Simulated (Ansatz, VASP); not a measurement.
**Ga2As5: VASP beside Ansatz**

```xyz
7
Lattice="2.5761 -3.9682 0.0000 2.5761 3.9682 0.0000 0.0000 0.0000 7.3906" Properties=species:S:1:pos:R:3 pbc="T T T"
Ga    0.0000    0.0000    2.2417
Ga    0.0000    0.0000    5.1489
As    2.5761    0.0000    0.0000
As    2.5761    1.3770    3.6953
As    2.5761   -1.3770    3.6953
As    2.5761   -2.5281    0.0000
As    2.5761    2.5281    0.0000
```

Alike in both runs: functional PBE; k mesh 4 × 4 × 2; occupations gaussian, width 0.2 eV; no spin polarisation.

Ansatz relaxed the structure, and its values are those at the end. VASP's run is a single point on that final structure, the one shown.

```csv
,VASP,Ansatz
version,VASP 6.6.1,Ansatz 0.2.0
potentials or method,"VASP PAW PBE potentials, release 64 (Ga_d, As), cutoff 520 eV","scalar-relativistic, plane waves, PAW"
valence electrons in the cell,51,101
```

```csv
,VASP,Ansatz,Ansatz less VASP
gap on the k mesh at the Fermi level (eV),none,none,-
pressure (GPa),0.1,-0.1,-0.16
rms of the force components (eV/Å),0.004,0.002,-0.0023
```

A gap of «none» marks a metal or a gap that the smearing closes. The functional is the same, so the differences come from potentials, cutoffs and numerics. VASP's potentials hold 51 valence electrons a cell and Ansatz's 101, so a difference there can come from the potentials and not from the codes.

The k mesh is coarse, so the values compare programs but aren't converged.
